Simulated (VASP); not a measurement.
# GaP (F-43m) in VASP: further runs

GaP is run at these levels: PBE; tasks: single point.

Program: VASP 6.6.1. These are calculated values, not measurements. Logs are shortened: lines on timing, memory, paths and dates and some standing lists are left out, and cuts for length are marked.

**What was measured.**

“Stacking defects in GaP nanowires: Electronic structure and optical properties”, 2018, arxiv:1810.01194 quotes, for a bulk crystal of GaP at 10 K: band gap 2.34 eV (indirect).

The runs below are set against these values where they give the same quantity.

### 1 The cell of the first run

The structure is cubic, space group F-43m (No. 216). Conventional cell: a = 5.560 Å, b = 5.560 Å, c = 5.560 Å, α = 90.00°, β = 90.00°, γ = 90.00°. Within 3.2 Å of Ga (site symmetry -43m) lie 4 P at 2.41 Å. Within 3.2 Å of P (site symmetry -43m) lie 4 Ga at 2.41 Å.

### 2 Single point, PBE (volume scaled by 1.03)

Input file INCAR:

```
  PREC = Accurate
  ENCUT = 520
  EDIFF = 1E-6
  ISMEAR = 0
  SIGMA = 0.02
  LREAL = F
  LASPH = T
  NELM = 100
  ALGO = Normal
  ISIF = 2
  LWAVE = F
  LCHARG = F
  GGA = PE
  NBANDS = 16
```

Input file KPOINTS:

```
Automatic mesh
0
Gamma
  8 8 8
```

Input file POSCAR:

```
GaP
1.0
    0.0000000000      2.7797914229      2.7797914229
    2.7797914229      0.0000000000      2.7797914229
    2.7797914229      2.7797914229      0.0000000000
Ga P
1 1
Direct
    0.0000000000      0.0000000000      0.0000000000
    0.2500000000      0.2500000000      0.2500000000
```

Potentials or basis: VASP PAW PBE potentials, release 64 (Ga_d, P).

Started as:

```console
> cat potpaw_PBE.64/Ga_d/POTCAR potpaw_PBE.64/P/POTCAR > POTCAR
> mpirun -np 1 vasp_std > vasp.out
```

OUTCAR:

```text
PREC = Accurate
   ENCUT = 520
   EDIFF = 1E-6
   ISMEAR = 0
   LREAL = F
   LASPH = T
   NELM = 100
   ISIF = 2
   GGA = PE

 ion  position               nearest neighbor table
   1  0.000  0.000  0.000-   2 2.41   2 2.41   2 2.41   2 2.41
   2  0.250  0.250  0.250-   1 2.41   1 2.41   1 2.41   1 2.41

  LATTYP: Found a face centered cubic cell.
 ALAT       =     5.5595828458

  Lattice vectors:

 A1 = (   0.0000000000,   2.7797914229,   2.7797914229)
 A2 = (   2.7797914229,   0.0000000000,   2.7797914229)
 A3 = (   2.7797914229,   2.7797914229,   0.0000000000)

Analysis of symmetry for initial positions (statically):
=====================================================================
 Subroutine PRICEL returns:
 Original cell was already a primitive cell.

 Routine SETGRP: Setting up the symmetry group for a
 face centered cubic supercell.

 Subroutine GETGRP returns: Found 24 space group operations
 (whereof 24 operations were pure point group operations)
 out of a pool of 48 trial point group operations.

The static configuration has the point symmetry T_d .

Analysis of symmetry for dynamics (positions and initial velocities):
=====================================================================
 Subroutine PRICEL returns:
 Original cell was already a primitive cell.

 Routine SETGRP: Setting up the symmetry group for a
 face centered cubic supercell.

 Subroutine GETGRP returns: Found 24 space group operations
 (whereof 24 operations were pure point group operations)
 out of a pool of 48 trial point group operations.

The dynamic configuration has the point symmetry T_d .

 Subroutine INISYM returns: Found 24 space group operations
 (whereof 24 operations are pure point group operations),
 and found     1 'primitive' translations

----------------------------------------------------------------------------------------

                                     Primitive cell

  volume of cell :      42.9602

  direct lattice vectors                    reciprocal lattice vectors
     0.000000000  2.779791423  2.779791423    -0.179869610  0.179869610  0.179869610
     2.779791423  0.000000000  2.779791423     0.179869610 -0.179869610  0.179869610
     2.779791423  2.779791423  0.000000000     0.179869610  0.179869610 -0.179869610

  length of vectors
     3.931218731  3.931218731  3.931218731     0.311543304  0.311543304  0.311543304

  position of ions in fractional coordinates (direct lattice)
     0.000000000  0.000000000  0.000000000
     0.250000000  0.250000000  0.250000000

  ion indices of the primitive-cell ions
   primitive index   ion index
                 1           1
                 2           2

----------------------------------------------------------------------------------------

 KPOINTS: Automatic mesh

Automatic generation of k-mesh.
 Grid dimensions read from file:
 generate k-points for:    8    8    8

 Generating k-lattice:

  Cartesian coordinates                     Fractional coordinates (reciprocal lattice)
    -0.022483701  0.022483701  0.022483701     0.125000000  0.000000000  0.000000000
     0.022483701 -0.022483701  0.022483701     0.000000000  0.125000000  0.000000000
     0.022483701  0.022483701 -0.022483701     0.000000000  0.000000000  0.125000000

  Length of vectors
     0.038942913  0.038942913  0.038942913

  Shift w.r.t. Gamma in fractional coordinates (k-lattice)
     0.000000000  0.000000000  0.000000000

 Subroutine IBZKPT returns following result:
 ===========================================

 Found     29 irreducible k-points:

 Following reciprocal coordinates:
            Coordinates               Weight
  0.000000  0.000000  0.000000      1.000000
  0.125000  0.000000  0.000000      8.000000
  0.250000  0.000000  0.000000      8.000000
  0.375000  0.000000  0.000000      8.000000
  0.500000  0.000000  0.000000      4.000000
  0.125000  0.125000  0.000000      6.000000
[... 16 lines left out ...]
  0.500000  0.250000  0.125000     48.000000
 -0.375000  0.250000  0.125000     24.000000
 [... further k-points ...]
   k-points           NKPTS =     29   k-points in BZ     NKDIM =     29   number of bands    NBANDS=     16
   number of dos      NEDOS =    301   number of ions     NIONS =      2
   total plane-waves  NPLWV =  27000
   dimension x,y,z NGX =    30 NGY =   30 NGZ =   30
   dimension x,y,z NGXF=    60 NGYF=   60 NGZF=   60
   ions per type =               1   1
   NGX,Y,Z   is equivalent  to a cutoff of  12.69, 12.69, 12.69 a.u.
   NGXF,Y,Z  is equivalent  to a cutoff of  25.37, 25.37, 25.37 a.u.
 SYSTEM =  unknown system
   PREC   = accura    normal or accurate (medium, high low for compatibility)
   ISTART =      0    job   : 0-new  1-cont  2-samecut
   ICHARG =      2    charge: 1-file 2-atom 10-const
   ISPIN  =      1    spin polarized calculation?
   LNONCOLLINEAR =      F non collinear calculations
   LSORBIT =      F    spin-orbit coupling
   LASPH  =      T    aspherical Exc in radial PAW
   ENCUT  =  520.0 eV  38.22 Ry    6.18 a.u.   7.31  7.31  7.31*2*pi/ulx,y,z
   NELM   =    100;   NELMIN=  2; NELMDL= -5     # of ELM steps
   EDIFF  = 0.1E-05   stopping-criterion for ELM
   LREAL  =      F    real-space projection
   EDIFFG = 0.1E-04   stopping-criterion for IOM
   NSW    =      0    number of steps for IOM
   IBRION =     -1    ionic relax: 0-MD 1-quasi-New 2-CG
   NFREE  =      0    steps in history (QN), initial steepest desc. (CG)
   ISIF   =      2    stress and relaxation
   ISYM   =      2    0-nonsym 1-usesym 2-fastsym
   POTIM  = 0.5000    time-step for ionic-motion
   TEBEG  =    0.0;   TEEND  =   0.0 temperature during run
   PSTRESS=    0.0 pullay stress
   NELECT =      18.0000    total number of electrons
   NUPDOWN=      -1.0000    fix difference up-down
   EMIN   =  10.00;   EMAX   =-10.00  energy-range for DOS
   EFERMI =   0.00;   METHOD = LEGACY
   ISMEAR =     0;   SIGMA  =   0.02  broadening in eV -4-tet -1-fermi 0-gaus
   EFERMI_NEDOS =   21; number of points for ismear=-14 and -15
   IALGO  =     38    algorithm
   IMIX   =      4    mixing-type and parameters
     AMIX     =   0.40;   BMIX     =  1.00
     AMIX_MAG =   1.60;   BMIX_MAG =  1.00
  volume/ion in A,a.u.               =      21.48       144.95
  Fermi-wavevector in a.u.,A,eV,Ry     =   1.225021  2.314954 20.417935  1.500676
  Thomas-Fermi vector in A             =   2.360074
   LORBIT       =      0    0 simple, 1 ext, 2 COOP (PROOUT), +10 PAW based schemes
   GGA     = PE    functional components
   LHFCALC =     F    Hartree Fock is set to
   AEXX    =    0.0000 exact exchange contribution
   IVDW    =     0    specifies the selected vdW correction
   LEPSILON=     F    determine dielectric tensor
   LRPA    =     F    only Hartree local field effects (RPA)
 non-spin polarized calculation
 Gauss-broadening in eV      SIGMA  =   0.02
  energy-cutoff  :      520.00
  volume of cell :       42.96
 maximum number of plane-waves:      1174
 NGX is ok and might be reduce to    30
   NGX = 15   NGY = 15   NGZ = 15

 number of electron      18.0000013 magnetization

 Free energy of the ion-electron system (eV)
  ---------------------------------------------------
  ext. energy  EPLUGINS =         0.00000000
  ---------------------------------------------------
  free energy    TOTEN  =        -9.11741741 eV

  energy without entropy =       -9.11741741  energy(sigma->0) =       -9.11741741

 E-fermi :   4.1462     XC(G=0):  -9.5647

 val. band max:        4.0647113259   @ k =   0.0000   0.0000   0.0000
 cond. band min:       5.4049820162   @ k =   0.0000   0.0000   0.0000
 fundamental gap:      1.3402706903
 Fermi energy:         4.1461516522

 k-point     1 :       0.0000    0.0000    0.0000
  band No.  band energies     occupation
      1     -10.3986      2.00000
      2     -10.3986      2.00000
      3     -10.3986      2.00000
      4     -10.3158      2.00000
      5     -10.3158      2.00000
      6      -7.9959      2.00000
[... 8 lines left out ...]
     15      13.7677      0.00000
     16      13.7677      0.00000

 k-point     2 :       0.1250    0.0000    0.0000
  band No.  band energies     occupation
      1     -10.4088      2.00000
      2     -10.3948      2.00000
      3     -10.3948      2.00000
      4     -10.3158      2.00000
      5     -10.3158      2.00000
      6      -7.8091      2.00000
[... 8 lines left out ...]
     15      13.1778      0.00000
     16      13.4867      0.00000

 k-point     3 :       0.2500    0.0000    0.0000
  band No.  band energies     occupation
      1     -10.4320      2.00000
      2     -10.3865      2.00000
      3     -10.3865      2.00000
      4     -10.3147      2.00000
      5     -10.3147      2.00000
      6      -7.2804      2.00000
[... 8 lines left out ...]
     15      12.9925      0.00000
     16      13.8295      0.00000

 k-point     4 :       0.3750    0.0000    0.0000
  band No.  band energies     occupation
      1     -10.4536      2.00000
      2     -10.3802      2.00000
      3     -10.3802      2.00000
      4     -10.3117      2.00000
      5     -10.3117      2.00000
      6      -6.5521      2.00000
[... 8 lines left out ...]
     15      14.1085      0.00000
     16      14.1085      0.00000
[... 324 lines left out ...]
 k-point    22 :       0.3750    0.2500    0.1250
  band No.  band energies     occupation
      1     -10.4514      2.00000
      2     -10.3767      2.00000
      3     -10.3735      2.00000
      4     -10.3241      2.00000
      5     -10.3084      2.00000
      6      -6.8297      2.00000
[... 8 lines left out ...]
     15      14.9550      0.00000
     16      16.1075      0.00000

 k-point    23 :       0.5000    0.2500    0.1250
  band No.  band energies     occupation
      1     -10.4640      2.00000
      2     -10.3736      2.00000
      3     -10.3660      2.00000
      4     -10.3224      2.00000
      5     -10.3084      2.00000
      6      -6.1464      2.00000
[... 8 lines left out ...]
     15      15.2866      0.00000
     16      16.6263      0.00000

 k-point    24 :      -0.3750    0.2500    0.1250
  band No.  band energies     occupation
      1     -10.4686      2.00000
      2     -10.3731      2.00000
      3     -10.3633      2.00000
      4     -10.3196      2.00000
      5     -10.3098      2.00000
      6      -5.7464      2.00000
[... 8 lines left out ...]
     15      15.8459      0.00000
     16      16.2351      0.00000

 [... further k-points ...]
[... 5 lines left out ...]
  --------------------------------------------------------------------------------------
  -------------------------------------------------------------------------------------
  Total       -0.5746220     -0.5746220     -0.5746220      0.0000000      0.0000000      0.0000000
  in kB      -21.4301988    -21.4301988    -21.4301988      0.0000000      0.0000000      0.0000000
  external PRESSURE =     -21.4301988 kB  Pullay stress =       0.0000000 kB

 VOLUME and BASIS-vectors are now :
 -----------------------------------------------------------------------------
  energy-cutoff  :      520.00
  volume of cell :       42.96
      direct lattice vectors                 reciprocal lattice vectors
     0.000000000  2.779791423  2.779791423    -0.179869610  0.179869610  0.179869610
     2.779791423  0.000000000  2.779791423     0.179869610 -0.179869610  0.179869610
     2.779791423  2.779791423  0.000000000     0.179869610  0.179869610 -0.179869610

 POSITION                                       TOTAL-FORCE (eV/Angst)
 -----------------------------------------------------------------------------------
      0.00000      0.00000      0.00000         0.000000      0.000000      0.000000
      1.38990      1.38990      1.38990        -0.000000     -0.000000     -0.000000
 -----------------------------------------------------------------------------------
    total drift:                                0.000002      0.000002      0.000002

  FREE ENERGIE OF THE ION-ELECTRON SYSTEM (eV)
  ---------------------------------------------------
  free  energy   TOTEN  =        -9.1174174081 eV

  energy  without entropy=       -9.1174174081  energy(sigma->0) =       -9.11741741
```

Run time: 11 s. Hardware: 1 thread of Intel Xeon 6975P-C (Granite Rapids), shared host; peak memory 0.18 GiB.

What came out:

| Property | Result |
| --- | --- |
| Free energy | -9.1174 eV |
| Pressure | -2.1 GPa |
| Band gap on the k mesh | 1.34 eV, direct |

 A k mesh can miss the band edges.

[end of part 1 of 2]
